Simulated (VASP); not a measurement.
# CoSi2 (I4/mmm) in VASP: notebook, part 2 of 2

VASP 6.6.1. The steps go on from the part before.

### Step 4. Single point, PBE (biaxial strain in the a-b plane: +4.5 %, then relaxed in part)

The input, INCAR:

```
PREC = Accurate ; ENCUT = 520
EDIFF = 1E-6 ; ISMEAR = 0
SIGMA = 0.1 ; LREAL = False
LASPH = True ; NELM = 60
ALGO = Normal ; ISIF = 2
LWAVE = False ; LCHARG = False
GGA = PE ; NBANDS = 26
```

The input, KPOINTS:

```
Automatic mesh
0
Gamma
  10 10 8
```

The input, POSCAR:

```
CoSi2
1.0
    2.8005363160      2.8005363160      0.0000000000
   -2.8005363160      2.8005363160      0.0000000000
    0.0000000000      0.0000000000      5.1168455608
Co Si
2 4
Direct
    0.0000000000      0.0000000000      0.0000000000
    0.5000000000      0.5000000000      0.5000000000
    0.0000000000      0.5000000000      0.7500000000
    0.5000000000      0.0000000000      0.7500000000
    0.5000000000      0.0000000000      0.2500000000
    0.0000000000      0.5000000000      0.2500000000
```

Potentials or basis: VASP PAW PBE potentials, release 64 (Co, Si).

Launch:

```console
cat potpaw_PBE.64/Co/POTCAR potpaw_PBE.64/Si/POTCAR > POTCAR
mpirun -np 1 vasp_std > vasp.out
```

OUTCAR:

```text
PREC = Accurate
   ENCUT = 520
   EDIFF = 1E-6
   ISMEAR = 0
   LREAL = False
   LASPH = True
   NELM = 60
   ISIF = 2
   GGA = PE

 ion  position               nearest neighbor table
   1  0.000  0.000  0.000-   3 2.36   4 2.36   5 2.36   6 2.36   3 2.36   6 2.36   4 2.36   5 2.36

   2  0.500  0.500  0.500-   3 2.36   4 2.36   5 2.36   6 2.36   4 2.36   5 2.36   3 2.36   6 2.36

   3  0.000  0.500  0.750-   1 2.36   2 2.36   1 2.36   2 2.36   6 2.56   6 2.56   4 2.80   4 2.80
                             4 2.80   4 2.80
   4  0.500  0.000  0.750-   1 2.36   2 2.36   2 2.36   1 2.36   5 2.56   5 2.56   3 2.80   3 2.80
                             3 2.80   3 2.80
   5  0.500  0.000  0.250-   1 2.36   2 2.36   2 2.36   1 2.36   4 2.56   4 2.56   6 2.80   6 2.80
                             6 2.80   6 2.80
   6  0.000  0.500  0.250-   1 2.36   2 2.36   1 2.36   2 2.36   3 2.56   3 2.56   5 2.80   5 2.80
                             5 2.80   5 2.80

  LATTYP: Found a simple tetragonal cell.
 ALAT       =     3.9605564400
 C/A-ratio  =     1.2919511787

  Lattice vectors:

 A1 = (   2.8005363160,   2.8005363160,   0.0000000000)
 A2 = (  -2.8005363160,   2.8005363160,   0.0000000000)
 A3 = (   0.0000000000,   0.0000000000,   5.1168455608)
[... 197 lines left out ...]

  energy without entropy =      -38.38060282  energy(sigma->0) =      -38.38621961

 E-fermi :   9.4818     XC(G=0): -11.5479

 val. band max:        9.4762245762   @ k =   0.3000   0.3000   0.2500
 cond. band min:       9.5175757120   @ k =   0.4000   0.0000   0.2500
 fundamental gap:      0.0413511359
 Fermi energy:         9.4817891558

 k-point     1 :       0.0000    0.0000    0.0000
  band No.  band energies     occupation
      1      -3.3129      2.00000
      2       1.5188      2.00000
      3       2.4374      2.00000
      4       2.6170      2.00000
      5       5.3448      2.00000
      6       5.6343      2.00000
[... 685 lines left out ...]
     25      14.8021      0.00000
     26      15.6460      0.00000

 [... further k-points ...]
[... 5 lines left out ...]
  --------------------------------------------------------------------------------------
  -------------------------------------------------------------------------------------
  Total       -4.7196991     -4.7196991     -0.0803863      0.0000000      0.0000000     -0.0000000
  in kB      -94.2128558    -94.2128558     -1.6046405      0.0000000      0.0000000     -0.0000000
  external PRESSURE =     -63.3434507 kB  Pullay stress =       0.0000000 kB

 VOLUME and BASIS-vectors are now :
 -----------------------------------------------------------------------------
  energy-cutoff  :      520.00
  volume of cell :       80.26
      direct lattice vectors                 reciprocal lattice vectors
     2.800536316  2.800536316  0.000000000     0.178537231  0.178537231  0.000000000
    -2.800536316  2.800536316  0.000000000    -0.178537231  0.178537231  0.000000000
     0.000000000  0.000000000  5.116845561     0.000000000  0.000000000  0.195432906

 POSITION                                       TOTAL-FORCE (eV/Angst)
 -----------------------------------------------------------------------------------
      0.00000      0.00000      0.00000        -0.000000     -0.000000     -0.000000
      0.00000      2.80054      2.55842        -0.000000      0.000000      0.000000
     -1.40027      1.40027      3.83763         0.000000      0.000000     -0.000000
      1.40027      1.40027      3.83763         0.000000      0.000000     -0.000000
      1.40027      1.40027      1.27921         0.000000      0.000000     -0.000000
     -1.40027      1.40027      1.27921         0.000000     -0.000000      0.000000
 -----------------------------------------------------------------------------------
    total drift:                               -0.000000      0.000000      0.000000

  FREE ENERGIE OF THE ION-ELECTRON SYSTEM (eV)
  ---------------------------------------------------
  free  energy   TOTEN  =       -38.3918364077 eV

  energy  without entropy=      -38.3806028187  energy(sigma->0) =      -38.38621961
```

OSZICAR:

```text
N       E                     dE             d eps       ncg     rms          rms(c)
DAV:   1     0.185718144636E+03    0.18572E+03   -0.13967E+04  5460   0.130E+03
DAV:   2    -0.275067332575E+02   -0.21322E+03   -0.19979E+03  5478   0.283E+02
DAV:   3    -0.408801801044E+02   -0.13373E+02   -0.12780E+02  6958   0.818E+01
DAV:   4    -0.413169947001E+02   -0.43681E+00   -0.43299E+00  6844   0.140E+01
DAV:   5    -0.413336409168E+02   -0.16646E-01   -0.16627E-01  7500   0.279E+00    0.199E+01
DAV:   6    -0.504602020329E+02   -0.91266E+01   -0.64165E+01  6662   0.133E+02    0.287E+01
DAV:   7    -0.382609511617E+02    0.12199E+02   -0.28909E+01  6610   0.106E+02    0.516E+00
DAV:   8    -0.385173644084E+02   -0.25641E+00   -0.41948E+00  7616   0.125E+01    0.364E+00
DAV:   9    -0.383942757095E+02    0.12309E+00   -0.36820E-01  6430   0.958E+00    0.885E-01
DAV:  10    -0.383924084561E+02    0.18673E-02   -0.22705E-02  8028   0.166E+00    0.322E-01
DAV:  11    -0.383917706877E+02    0.63777E-03   -0.40249E-03  7460   0.959E-01    0.930E-02
DAV:  12    -0.383918382824E+02   -0.67595E-04   -0.34468E-04  6630   0.207E-01    0.531E-02
DAV:  13    -0.383918350247E+02    0.32577E-05   -0.41719E-05  8066   0.807E-02    0.107E-02
DAV:  14    -0.383918363668E+02   -0.13421E-05   -0.24597E-06  5282   0.232E-02    0.875E-03
DAV:  15    -0.383918364077E+02   -0.40908E-07   -0.11386E-06  3298   0.195E-02
   1 F= -.38391836E+02 E0= -.38386220E+02  d E =-.112336E-01
```

Wall time 3.4 min (1 thread of Intel Xeon Platinum 8259CL at 2.50GHz (Skylake/Cascade Lake), shared host); peak memory 0.31 GiB.

Results:

- Free energy: -38.3918 eV
- Pressure: -6.3 GPa
- Band gap on the k mesh: zero (band 17 reaches 10.76 eV, above the bottom of band 18 at 8.33 eV)

Caveat: the cell differs from its parent crystal (biaxial strain in the a-b plane: +4.5 %, then relaxed in part). Spin polarisation is off, so any magnetic state and its effect on volume and gap are missing.

### Step 5. Single point, PBE (biaxial strain in the a-b plane: +4.5 %)

The input, INCAR:

```
SYSTEM = CoSi2
ALGO = Normal
EDIFF = 1E-6
ENCUT = 520
GGA = PE
ISIF = 2
ISMEAR = 0
LASPH = .True.
LCHARG = .False.
LREAL = .False.
LWAVE = .False.
NBANDS = 26
NELM = 60
PREC = Accurate
SIGMA = 0.1
```

The input, KPOINTS:

```
k-points
0
Gamma
  10 10 8
  0 0 0
```

Edit POSCAR of step 4 so:

```diff
@@ -4,3 +4,3 @@
    -2.8005363160      2.8005363160      0.0000000000
-    0.0000000000      0.0000000000      5.1168455608
+    0.0000000000      0.0000000000      5.2151614076
 Co Si
```

Launch:

```console
cat potpaw_PBE.64/Co/POTCAR potpaw_PBE.64/Si/POTCAR > POTCAR
mpirun -np 1 vasp_std > vasp.out
```

Wall time 3.2 min (1 thread of Intel Xeon Platinum 8259CL at 2.50GHz (Skylake/Cascade Lake), shared host); peak memory 0.31 GiB.

It converged, with:

| Quantity | Value |
| --- | --- |
| Free energy | -38.3670 eV |
| Pressure | -9.2 GPa |
| Band gap on the k mesh | zero (band 17 reaches 10.53 eV, above the bottom of band 18 at 8.11 eV) |

Stress tensor (GPa, compression positive):
```
-11.39   0.00   0.00
  0.00 -11.39   0.00
  0.00   0.00  -4.93
```

Levels at points of the mesh, in eV from the Fermi level:
| k point | band 13 | band 14 | band 15 | band 16 | band 17 | band 18 | band 19 | band 20 | band 21 | band 22 |
| --- | --- | --- | --- | --- | --- | --- | --- | --- | --- | --- |
| (0.00, 0.00, 0.00) | -1.55 | -1.54 | -1.22 | 0.23 | 1.07 | 2.60 | 2.68 | 3.16 | 3.16 | 3.49 |
| (0.50, 0.00, 0.00) | -1.34 | -1.34 | -0.77 | -0.77 | 0.10 | 0.10 | 1.97 | 1.97 | 4.25 | 4.25 |
| (0.50, 0.50, 0.00) | -1.80 | -1.80 | -1.61 | -1.61 | -1.13 | -1.13 | 1.49 | 1.49 | 3.05 | 3.05 |
| (0.00, 0.00, 0.50) | -0.30 | -0.30 | -0.30 | -0.30 | 0.31 | 0.31 | 0.92 | 0.92 | 3.23 | 3.23 |
| (0.50, 0.00, 0.50) | -1.41 | -1.41 | -0.65 | -0.65 | -0.26 | -0.26 | 2.65 | 2.65 | 3.03 | 3.03 |
| (0.50, 0.50, 0.50) | -1.95 | -1.95 | -1.34 | -1.34 | -0.50 | -0.50 | 3.72 | 3.72 | 3.72 | 3.72 |

Caveat: the cell differs from its parent crystal (biaxial strain in the a-b plane: +4.5 %). Spin polarisation is off, so any magnetic state and its effect on volume and gap are missing.

### Step 6. The runs side by side

```tsv
cell	gap on the mesh (eV)	pressure (GPa)
a = 3.904, b = 3.904, c = 5.187 Å, 6 atoms	none	-4.3
a = 3.904, b = 3.904, c = 5.263 Å, 6 atoms	none	-6.7
a = 3.961, b = 3.961, c = 5.117 Å, 6 atoms	none	-6.3
a = 3.961, b = 3.961, c = 5.215 Å, 6 atoms	none	-9.2
```

Alike in all rows: task single point; level PBE; potentials or basis VASP PAW PBE potentials, release 64 (Co, Si); no spin polarisation; k mesh 10 × 10 × 8; cutoff (eV) 520; smearing gaussian 0.1 eV.

Absolute energies hang on the potentials; compare differences alone.
